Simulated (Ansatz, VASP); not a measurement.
Two plane-wave programs on CdSe4

```xyz
5
Lattice="5.3082 0.0000 0.0000 0.0000 5.3082 0.0000 0.0000 0.0000 5.3082" Properties=species:S:1:pos:R:3 pbc="T T T"
Cd    0.0000    0.0000    0.0000
Se    1.3271    1.3271    1.3271
Se    3.9812    3.9812    1.3271
Se    1.3271    3.9812    3.9812
Se    3.9812    1.3271    3.9812
```

Change from the starting cell: species swapped into the SnI4 type (P-43m, No. 215).

Alike in both runs: task single point; functional PBE; k mesh 4 × 4 × 4; occupations gaussian, width 0.1 eV; no spin polarisation.

|  | VASP | Ansatz |
| --- | --- | --- |
| version | VASP 6.6.1 | Ansatz 0.2.0 |
| potentials or method | VASP PAW PBE potentials, release 64 (Cd, Se), cutoff 520 eV | scalar-relativistic, plane waves, PAW |
| valence electrons in the cell | 36 | 84 |

VASP gave:

- gap on the k mesh at the Fermi level (eV): none
- pressure (GPa): 6.7

Task: Estimate Ansatz's values.

Result: gap on the k mesh at the Fermi level (eV): none; pressure (GPa): 6.3.

A gap of «none» marks a metal or a gap that the smearing closes. VASP's potentials hold 36 valence electrons a cell and Ansatz's 84, so a difference there can come from the potentials and not from the codes.
